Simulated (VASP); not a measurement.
# Be16C (a cell with a defect) in VASP: single point with LDA

Aim: the single point of Be16C (a cell with a defect) with LDA.

Program: VASP 6.6.1. These are calculated values, not measurements. Logs are shortened: lines on timing, memory, paths and dates and some standing lists are left out, and cuts for length are marked.

### 1 The cell of the first run

The cell holds a defect, 17 atoms: a = 4.580 Å, b = 3.966 Å, c = 7.177 Å, α = 90.00°, β = 90.00°, γ = 90.00°.

### 2 Single point, LDA

Contents of INCAR:

```
PREC = Accurate
ENCUT = 520
EDIFF = 1E-7
ISMEAR = 0
SIGMA = 0.1
LREAL = Auto
LASPH = True
NELM = 80
ALGO = Normal
ISIF = 2
LWAVE = False
LCHARG = False
GGA = CA
NBANDS = 32
```

Contents of KPOINTS:

```
regular mesh
0
Gamma
  5 6 4
```

Contents of POSCAR:

```
Be16C
1.0
   -2.2900000000     -3.9663960000      0.0000000000
    3.4350000000     -1.9831980000      0.0000000000
    0.0000000000      0.0000000000      7.1768600000
Be C
16 1
Direct
    0.6937066267      0.4748990321     -0.0198554800
    0.5283262796      0.3074079128      0.2520542410
    0.7476255818      0.4996126877      0.4940478148
    0.4754051248      0.2931830381      0.7417493166
    0.4996671576      0.0128954268     -0.0014577406
    0.2659486942      0.8391422153      0.2529507333
    0.5005818255     -0.0082365705      0.4958240791
    0.2459294042      0.8188222229      0.7677679375
    0.2934278707      0.4755999488      0.0199840877
    0.0200814389      0.3413850059      0.2615694050
    0.2533423180      0.5007210795      0.5036202462
   -0.0162556989      0.3726347743      0.7498539751
   -0.0036971283      0.0748010411      0.0065445055
    0.7557119511      0.8220647359      0.2349240476
    0.0018161554      0.0040023278      0.5002994346
    0.7393186979      0.8348759296      0.7515281056
   -0.0026881667      0.6708661130     -0.0550020482
```

Potentials or basis: VASP PAW LDA potentials, release 64 (Be, C).

Launch:

```console
$ cat potpaw_LDA.64/Be/POTCAR potpaw_LDA.64/C/POTCAR > POTCAR
$ mpirun -np 1 vasp_std > vasp.out
```

OUTCAR:

```text
PREC = Accurate
   ENCUT = 520
   EDIFF = 1E-7
   ISMEAR = 0
   LREAL = Auto
   LASPH = True
   NELM = 80
   ISIF = 2
   GGA = CA

 ion  position               nearest neighbor table
   1  0.694  0.475  0.980-  17 1.61   9 1.86   5 2.04   4 2.11  13 2.12  12 2.16  16 2.19   2 2.20
                            14 2.31   5 2.32
   2  0.528  0.307  0.252-   9 2.09   3 2.15   7 2.16   5 2.17  14 2.19   1 2.20   6 2.21  10 2.26
                            14 2.29  11 2.33  10 2.33
   3  0.748  0.500  0.494-   2 2.15  10 2.18  12 2.19   7 2.26  14 2.26  11 2.26  16 2.28  15 2.29
                             7 2.31  15 2.32  11 2.32   4 2.32
   4  0.475  0.293  0.742-   1 2.11   7 2.13  11 2.15   5 2.16   8 2.16  16 2.18  12 2.27   9 2.28
                             3 2.32   8 2.34  12 2.35
   5  0.500  0.013  0.999-   1 2.04   9 2.07   4 2.16   8 2.16   2 2.17  14 2.20  16 2.20   6 2.23
                            13 2.29   1 2.32  13 2.32   9 2.34
   6  0.266  0.839  0.253-   7 2.14   9 2.21   2 2.21   5 2.23  11 2.25  15 2.25  14 2.25  10 2.27
                            10 2.29  14 2.34  13 2.35
   7  0.501  0.992  0.496-   4 2.13   6 2.14   2 2.16  16 2.22  11 2.25   3 2.26  15 2.29  15 2.30
                            14 2.31   3 2.31  11 2.32   8 2.37
   8  0.246  0.819  0.768-  17 1.81  12 2.14   4 2.16   5 2.16  16 2.26   9 2.28  11 2.28  13 2.30
                            16 2.32  15 2.34   4 2.34   7 2.37
   9  0.293  0.476  0.020-  17 1.65   1 1.86   5 2.07   2 2.09  13 2.09  10 2.20   6 2.21   8 2.28
                             4 2.28   5 2.34
  10  0.020  0.341  0.262-  13 2.12  11 2.14  15 2.18   3 2.18   9 2.20   2 2.26  14 2.27   6 2.27
                             6 2.29   2 2.33
  11  0.253  0.501  0.504-  10 2.14   4 2.15  12 2.21   6 2.25   7 2.25   3 2.26   8 2.28  15 2.28
                            15 2.30   7 2.32   3 2.32   2 2.33
  12  0.984  0.373  0.750-  17 1.83   8 2.14  16 2.15   1 2.16  13 2.19   3 2.19  11 2.21   4 2.27
                            15 2.31   4 2.35
  13  0.996  0.075  0.007-  17 1.66   9 2.09   1 2.12  10 2.12  12 2.19  14 2.21   5 2.29   8 2.30
                             5 2.32   6 2.35  16 2.37
  14  0.756  0.822  0.235-   2 2.19   5 2.20  13 2.21   6 2.25   3 2.26  10 2.27   2 2.29   1 2.31
                             7 2.31  15 2.33   6 2.34
  15  0.002  0.004  0.500-  10 2.18   6 2.25  16 2.27  11 2.28   7 2.29   3 2.29   7 2.30  11 2.30
                            12 2.31   3 2.32  14 2.33   8 2.34
  16  0.739  0.835  0.752-  17 1.94  12 2.15   4 2.18   1 2.19   5 2.20   7 2.22   8 2.26  15 2.27
                             3 2.28   8 2.32  13 2.37
  17  0.997  0.671  0.945-   1 1.61   9 1.65  13 1.66   8 1.81  12 1.83  16 1.94

  LATTYP: Found a simple orthorhombic cell.
 ALAT       =     3.9663962620
 B/A-ratio  =     1.1547004875
 C/A-ratio  =     1.8094157835

  Lattice vectors:

 A1 = (  -3.4350000000,   1.9831980000,   0.0000000000)
 A2 = (  -2.2900000000,  -3.9663960000,   0.0000000000)
 A3 = (   0.0000000000,   0.0000000000,   7.1768600000)

Analysis of symmetry for initial positions (statically):
=====================================================================
 Subroutine PRICEL returns:
 Original cell was already a primitive cell.

 Routine SETGRP: Setting up the symmetry group for a
 simple orthorhombic supercell.

 Subroutine GETGRP returns: Found  1 space group operations
 (whereof  1 operations were pure point group operations)
 out of a pool of  8 trial point group operations.

The static configuration has the point symmetry C_1 .

Analysis of symmetry for dynamics (positions and initial velocities):
=====================================================================
 Subroutine PRICEL returns:
 Original cell was already a primitive cell.

 Routine SETGRP: Setting up the symmetry group for a
 simple orthorhombic supercell.

 Subroutine GETGRP returns: Found  1 space group operations
 (whereof  1 operations were pure point group operations)
 out of a pool of  8 trial point group operations.

The dynamic configuration has the point symmetry C_1 .

 Subroutine INISYM returns: Found  1 space group operations
 (whereof  1 operations are pure point group operations),
 and found     1 'primitive' translations

----------------------------------------------------------------------------------------

                                     Primitive cell

  volume of cell :     130.3755

  direct lattice vectors                    reciprocal lattice vectors
    -2.290000000 -3.966396000  0.000000000    -0.109170306 -0.189088533  0.000000000
     3.435000000 -1.983198000  0.000000000     0.218340611 -0.126059022  0.000000000
     0.000000000  0.000000000  7.176860000     0.000000000  0.000000000  0.139336702

  length of vectors
     4.579999697  3.966396262  7.176860000     0.218340626  0.252118027  0.139336702

  position of ions in fractional coordinates (direct lattice)
[... 54 lines left out ...]
     0.043668125  0.042019671  0.034834175

  Shift w.r.t. Gamma in fractional coordinates (k-lattice)
     0.000000000  0.000000000  0.000000000

 Subroutine IBZKPT returns following result:
 ===========================================

 Found     62 irreducible k-points:

 Following reciprocal coordinates:
            Coordinates               Weight
  0.000000  0.000000  0.000000      1.000000
  0.200000  0.000000  0.000000      2.000000
  0.400000  0.000000  0.000000      2.000000
  0.000000  0.166667  0.000000      2.000000
  0.200000  0.166667  0.000000      2.000000
 -0.200000  0.166667  0.000000      2.000000
[... 16 lines left out ...]
  0.000000  0.166667 -0.250000      2.000000
  0.200000  0.166667  0.250000      2.000000
 [... further k-points ...]
   k-points           NKPTS =     62   k-points in BZ     NKDIM =     62   number of bands    NBANDS=     32
   number of dos      NEDOS =    301   number of ions     NIONS =     17
   total plane-waves  NPLWV =  58320
   dimension x,y,z NGX =    36 NGY =   30 NGZ =   54
   dimension x,y,z NGXF=    72 NGYF=   60 NGZF=  108
   ions per type =              16   1
   NGX,Y,Z   is equivalent  to a cutoff of  13.07, 12.57, 12.51 a.u.
   NGXF,Y,Z  is equivalent  to a cutoff of  26.13, 25.15, 25.02 a.u.
 SYSTEM =  unknown system
   PREC   = accura    normal or accurate (medium, high low for compatibility)
   ISTART =      0    job   : 0-new  1-cont  2-samecut
   ICHARG =      2    charge: 1-file 2-atom 10-const
   ISPIN  =      1    spin polarized calculation?
   LNONCOLLINEAR =      F non collinear calculations
   LSORBIT =      F    spin-orbit coupling
   LASPH  =      T    aspherical Exc in radial PAW
   ENCUT  =  520.0 eV  38.22 Ry    6.18 a.u.   8.52  7.37 13.34*2*pi/ulx,y,z
   NELM   =     80;   NELMIN=  2; NELMDL= -5     # of ELM steps
   EDIFF  = 0.1E-06   stopping-criterion for ELM
   LREAL  =      T    real-space projection
   EDIFFG = 0.1E-05   stopping-criterion for IOM
   NSW    =      0    number of steps for IOM
   IBRION =     -1    ionic relax: 0-MD 1-quasi-New 2-CG
   NFREE  =      0    steps in history (QN), initial steepest desc. (CG)
   ISIF   =      2    stress and relaxation
   ISYM   =      2    0-nonsym 1-usesym 2-fastsym
   POTIM  = 0.5000    time-step for ionic-motion
   TEBEG  =    0.0;   TEEND  =   0.0 temperature during run
   PSTRESS=    0.0 pullay stress
   NELECT =      36.0000    total number of electrons
   NUPDOWN=      -1.0000    fix difference up-down
   EMIN   =  10.00;   EMAX   =-10.00  energy-range for DOS
   EFERMI =   0.00;   METHOD = LEGACY
   ISMEAR =     0;   SIGMA  =   0.10  broadening in eV -4-tet -1-fermi 0-gaus
   EFERMI_NEDOS =   21; number of points for ismear=-14 and -15
   IALGO  =     38    algorithm
   IMIX   =      4    mixing-type and parameters
     AMIX     =   0.40;   BMIX     =  1.00
     AMIX_MAG =   1.60;   BMIX_MAG =  1.00
  volume/ion in A,a.u.               =       7.67        51.75
  Fermi-wavevector in a.u.,A,eV,Ry     =   1.066049  2.014540 15.462471  1.136460
  Thomas-Fermi vector in A             =   2.201620
   LORBIT       =      0    0 simple, 1 ext, 2 COOP (PROOUT), +10 PAW based schemes
   GGA     = CA    functional components
   LHFCALC =     F    Hartree Fock is set to
   AEXX    =    0.0000 exact exchange contribution
   IVDW    =     0    specifies the selected vdW correction
   LEPSILON=     F    determine dielectric tensor
   LRPA    =     F    only Hartree local field effects (RPA)
 non-spin polarized calculation
 Gauss-broadening in eV      SIGMA  =   0.10
  energy-cutoff  :      520.00
  volume of cell :      130.38
 maximum number of plane-waves:      3532
 NGX is ok and might be reduce to    36
   NGX = 17   NGY = 15   NGZ = 27

 number of electron      36.0000000 magnetization

 Free energy of the ion-electron system (eV)
  ---------------------------------------------------
  ext. energy  EPLUGINS =         0.00000000
  ---------------------------------------------------
  free energy    TOTEN  =       -73.04239497 eV

  energy without entropy =      -73.03296343  energy(sigma->0) =      -73.03767920

 E-fermi :   7.1276     XC(G=0): -10.7728

 val. band max:        7.0996464101   @ k =  -0.4000  -0.3333   0.2500
 cond. band min:       7.1676397362   @ k =   0.2000   0.1667   0.0000
 fundamental gap:      0.0679933261
 Fermi energy:         7.1276011912

 k-point     1 :       0.0000    0.0000    0.0000
  band No.  band energies     occupation
      1      -6.7764      2.00000
      2      -3.1710      2.00000
      3      -2.3808      2.00000
      4      -0.6572      2.00000
      5      -0.1758      2.00000
      6       0.7720      2.00000
[... 781 lines left out ...]
     29      12.0018      0.00000
     30      12.4780      0.00000

 [... further k-points ...]

 [bands above 30 left out]

------------------------ aborting loop because EDIFF is reached ----------------------------------------

  FORCE on cell =-STRESS in cart. coord.  units (eV):
  Direction    XX          YY          ZZ          XY          YZ          ZX
  --------------------------------------------------------------------------------------
  -------------------------------------------------------------------------------------
  Total        2.2447245      5.2016055     -0.7694194      1.2178139     -2.7742789     -0.0387664
  in kB       27.5852934     63.9222376     -9.4553517     14.9656464    -34.0929576     -0.4763976
  external PRESSURE =      27.3507264 kB  Pullay stress =       0.0000000 kB

 VOLUME and BASIS-vectors are now :
 -----------------------------------------------------------------------------
  energy-cutoff  :      520.00
  volume of cell :      130.38
      direct lattice vectors                 reciprocal lattice vectors
    -2.290000000 -3.966396000  0.000000000    -0.109170306 -0.189088533  0.000000000
     3.435000000 -1.983198000  0.000000000     0.218340611 -0.126059022  0.000000000
     0.000000000  0.000000000  7.176860000     0.000000000  0.000000000  0.139336702

 POSITION                                       TOTAL-FORCE (eV/Angst)
 -----------------------------------------------------------------------------------
      0.04269     -3.69333      7.03436        -0.014774      0.000550      0.324560
     -0.15392     -2.70520      1.80896         0.251556     -0.001802      0.065618
      0.00411     -3.95621      3.54571        -0.018581      0.020731      0.065147
     -0.08159     -2.46709      5.32343        -0.197172     -0.020406      0.031935
     -1.09994     -2.00745      7.16640         0.050510     -0.008337      0.121013
      2.27343     -2.71904      1.81539         0.011306      0.011993      0.246893
[... 9 lines left out ...]
      1.17476     -4.58815      5.39361        -0.243808     -0.080987      0.310023
      0.02058     -5.28619      6.78212         0.114987     -0.048259     -2.156175
 -----------------------------------------------------------------------------------
    total drift:                                0.003338     -0.004105     -0.000483

  FREE ENERGIE OF THE ION-ELECTRON SYSTEM (eV)
  ---------------------------------------------------
  free  energy   TOTEN  =       -73.0423949724 eV

  energy  without entropy=      -73.0329634335  energy(sigma->0) =      -73.03767920
```

Wall time 11 min (1 thread of Oxide Virtual Turin-like, shared host); peak memory 0.26 GiB.

What came out:

```
Free energy            : -73.0424 eV
Pressure               : 2.7 GPa
Largest force          : 2.160 eV/Å
Band gap on the k mesh : zero (bands 18 and 19 overlap by 0.90 eV)
```

Forces in eV/Å, atoms in the order of the input:
```
Be  -0.015  0.001  0.325
Be   0.252 -0.002  0.066
Be  -0.019  0.021  0.065
Be  -0.197 -0.020  0.032
Be   0.051 -0.008  0.121
Be   0.011  0.012  0.247
Be  -0.028 -0.013  0.009
Be  -0.179 -0.069 -0.039
Be   0.343  0.066 -0.045
Be  -0.183  0.212  0.231
Be  -0.034  0.019  0.014
Be   0.158 -0.191  0.127
Be  -0.163  0.063  0.255
Be   0.138  0.051  0.387
Be  -0.006 -0.011  0.051
Be  -0.244 -0.081  0.310
C    0.115 -0.048 -2.156
```

Levels at points of the mesh, in eV from the Fermi level:
| k point | band 16 | band 17 | band 18 | band 19 | band 20 | band 21 |
| --- | --- | --- | --- | --- | --- | --- |
| (0.00, 0.00, 0.00) | -1.42 | -0.87 | -0.19 | 0.68 | 0.82 | 1.36 |
| (0.00, 0.50, 0.00) | -2.49 | -1.66 | -0.84 | 0.23 | 0.43 | 0.85 |
| (0.00, 0.00, 0.50) | -1.73 | -0.60 | -0.41 | 0.12 | 0.76 | 1.83 |
| (0.00, 0.50, 0.50) | -3.09 | -1.15 | -0.28 | 0.56 | 1.26 | 2.12 |

The gap in the log of VASP goes by the Fermi energy; the results here count the filled bands.